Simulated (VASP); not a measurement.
# Si24O47 (a cell with a defect) in VASP: notebook, part 2 of 2

VASP 6.6.1. Earlier steps stand in the parts before.

### 3 Single point, PBEsol

File INCAR:

```
SYSTEM = Si24O47
ALGO     = Normal         ! electronic algorithm
EDIFF    = 1E-7           ! SCF threshold, eV
ENCUT    = 520            ! plane-wave cutoff, eV
GGA      = PS             ! functional
ISIF     = 2              ! what is computed and relaxed
ISMEAR   = -1             ! smearing method
ISYM     = 0            
LASPH    = .TRUE.         ! aspherical terms in the spheres
LCHARG   = .FALSE.        ! write CHGCAR
LREAL    = Auto         
LWAVE    = .FALSE.        ! write WAVECAR
NBANDS   = 230            ! bands
NELECT   = 376.0        
NELM     = 60             ! most SCF steps
PREC     = Accurate       ! precision mode
SIGMA    = 0.05           ! smearing width, eV
```

File KPOINTS:

```
Automatic mesh
0
Gamma
  1 1 1
  0.25 0.25 0.25
```

File POSCAR:

```
Si24O47
1.0
    8.3886930000      0.0000000000      0.0000000000
    0.0000000000      8.3886930000      0.0000000000
    0.0000000000      0.0000000000      8.0356430000
Si O
24 47
Direct
    0.0023800000      0.0007700000      0.9994600000
    0.0007900000      0.0013000000      0.3333600000
    0.0023800000      0.0007800000      0.6672600000
    0.9992800000      0.4985800000      0.0003100000
    0.0213600000      0.5206500000      0.3333600000
    0.9992800000      0.4985800000      0.6664300000
    0.4967800000      0.9960700000      0.9982800000
    0.4922500000      0.9915400000      0.3333500000
    0.4967800000      0.9960700000      0.6684500000
    0.5014700000      0.5016800000      0.9994600000
    0.5020100000      0.5000800000      0.3333600000
    0.5014800000      0.5016800000      0.6672600000
    0.2520300000      0.2490100000      0.1673900000
    0.2520500000      0.2489900000      0.4993300000
    0.2511700000      0.2503100000      0.8333600000
    0.2530400000      0.7523300000      0.1636000000
    0.2530400000      0.7523300000      0.5031300000
    0.2480000000      0.7472900000      0.8333600000
    0.7389600000      0.2382400000      0.1493500000
    0.7389100000      0.2382000000      0.5173900000
    0.7509300000      0.2502200000      0.8333600000
    0.7497200000      0.7513300000      0.1673900000
    0.7497000000      0.7513400000      0.4993300000
    0.7510100000      0.7504600000      0.8333600000
    0.1540400000      0.1539200000      0.0011200000
    0.1555800000      0.1515300000      0.3333500000
    0.1540800000      0.1538900000      0.6656000000
    0.1521900000      0.6514800000      0.0024300000
    0.1603100000      0.6596000000      0.3333500000
    0.1522000000      0.6515000000      0.6642700000
    0.6489100000      0.1482000000      0.9924300000
    0.6728200000      0.1721200000      0.3333500000
    0.6488700000      0.1481600000      0.6743000000
    0.6546300000      0.6533300000      0.0011200000
    0.6522400000      0.6548700000      0.3333500000
    0.6546000000      0.6533700000      0.6656000000
    0.3478800000      0.3478500000      0.0016600000
    0.3486100000      0.3478000000      0.3333800000
    0.3479000000      0.3478500000      0.6650700000
    0.3469700000      0.8462600000      0.9998300000
    0.3474900000      0.8467900000      0.3333800000
    0.3469700000      0.8462600000      0.6669300000
    0.8454400000      0.3447400000      0.0011400000
    0.6047100000      0.4022300000      0.4989000000
    0.8454100000      0.3447100000      0.6656000000
    0.8485600000      0.8471900000      0.0016400000
    0.8485100000      0.8479200000      0.3333800000
    0.8485600000      0.8471900000      0.6650900000
    0.0911500000      0.4004800000      0.1729000000
    0.0911300000      0.4004900000      0.4938200000
    0.0959300000      0.4018100000      0.8333500000
    0.0973000000      0.9044700000      0.1667900000
    0.0972900000      0.9044800000      0.4999400000
    0.0982600000      0.9024400000      0.8333600000
    0.6046400000      0.4022300000      0.1678100000
    0.5981700000      0.4029400000      0.8333500000
    0.5987600000      0.9067300000      0.1684500000
    0.5987700000      0.9067600000      0.4982700000
    0.5954400000      0.8997900000      0.8333700000
    0.4074500000      0.0980600000      0.1684500000
    0.4074700000      0.0980700000      0.4982700000
    0.4005000000      0.0947300000      0.8333700000
    0.4051900000      0.5965900000      0.1667900000
    0.4051900000      0.5965800000      0.4999400000
    0.4031500000      0.5975500000      0.8333600000
    0.9029400000      0.1039400000      0.1678100000
    0.9029400000      0.1040000000      0.4989000000
    0.9036400000      0.0974800000      0.8333500000
    0.9011900000      0.5904500000      0.1729000000
    0.9012000000      0.5904400000      0.4938200000
    0.9025400000      0.5952300000      0.8333500000
```

Potentials or basis: VASP PAW PBE potentials, release 64 (Si, O).

On the command line:

```bash
$ cat potpaw_PBE.64/Si/POTCAR potpaw_PBE.64/O/POTCAR > POTCAR
$ mpirun -np 1 vasp_std > vasp.out
```

It took 13 min on 1 thread of Oxide Virtual Turin-like, shared host; peak memory 0.68 GiB.

Results (log left out):

```
Free energy   : -595.5038 eV
Largest force : 0.082 eV/Å
```

Forces on the atoms (eV/Å):
```
Si   0.006  0.002  0.004
Si  -0.001  0.002  0.001
Si   0.005  0.001 -0.004
Si   0.000 -0.005 -0.004
Si  -0.021 -0.020  0.002
Si  -0.002 -0.006 -0.004
Si   0.009  0.011  0.000
Si   0.022  0.024  0.002
Si   0.007  0.009  0.000
Si   0.003  0.001  0.005
Si   0.003 -0.004  0.001
Si   0.003  0.001 -0.006
Si   0.000 -0.004  0.002
Si  -0.003 -0.001  0.000
Si   0.000 -0.004  0.000
Si  -0.010 -0.009  0.032
Si  -0.010 -0.008 -0.033
Si   0.005  0.007  0.001
Si   0.020  0.024  0.028
Si   0.027  0.029 -0.032
Si  -0.020 -0.018  0.000
Si  -0.002 -0.002  0.002
Si   0.001 -0.003 -0.001
Si  -0.002  0.000  0.000
O   -0.024 -0.023 -0.002
O   -0.028 -0.018  0.002
O   -0.026 -0.020  0.001
O   -0.026 -0.025  0.000
O    0.024  0.026  0.002
O   -0.029 -0.027  0.004
O   -0.053 -0.053 -0.033
O   -0.041 -0.044  0.000
O   -0.047 -0.048  0.036
O   -0.022 -0.022 -0.002
O   -0.018 -0.028  0.002
O   -0.020 -0.025  0.001
O    0.025  0.026 -0.005
O    0.023  0.027 -0.003
O    0.023  0.024  0.003
O    0.022  0.025 -0.015
O   -0.006 -0.003 -0.002
O    0.024  0.026  0.008
O    0.045  0.045  0.002
O    0.016 -0.013 -0.005
O    0.049  0.048 -0.002
O    0.023  0.023  0.001
O    0.025  0.021 -0.003
O    0.021  0.023 -0.003
O    0.024 -0.033 -0.005
O    0.029 -0.039  0.007
O    0.031 -0.025  0.001
O    0.021 -0.024  0.001
O    0.021 -0.025 -0.003
O    0.021 -0.025  0.001
O    0.026 -0.017  0.006
O    0.025 -0.027  0.002
O    0.026 -0.020  0.000
O    0.026 -0.024 -0.001
O    0.034 -0.030  0.001
O   -0.022  0.026 -0.002
O   -0.024  0.025  0.000
O   -0.029  0.035  0.000
O   -0.026  0.024  0.002
O   -0.024  0.023 -0.003
O   -0.027  0.019  0.000
O   -0.017  0.024  0.009
O   -0.014  0.016 -0.009
O   -0.026  0.022  0.002
O   -0.034  0.024 -0.004
O   -0.038  0.027  0.005
O   -0.028  0.030  0.002
```

Levels at points of the mesh, in eV from the Fermi level:
| k point | band 186 | band 187 | band 188 | band 189 | band 190 | band 191 |
| --- | --- | --- | --- | --- | --- | --- |
| (0.25, 0.25, 0.25) | -1.80 | -1.71 | -1.21 | 2.01 | 4.57 | 4.92 |

Caveat: the cell carries a net charge on a neutralising background, which shifts energy and pressure; the cell is charged against a uniform background, so pressure and absolute levels hang on convention; the PAW data sets were made with another functional, which shifts forces and pressure a little.
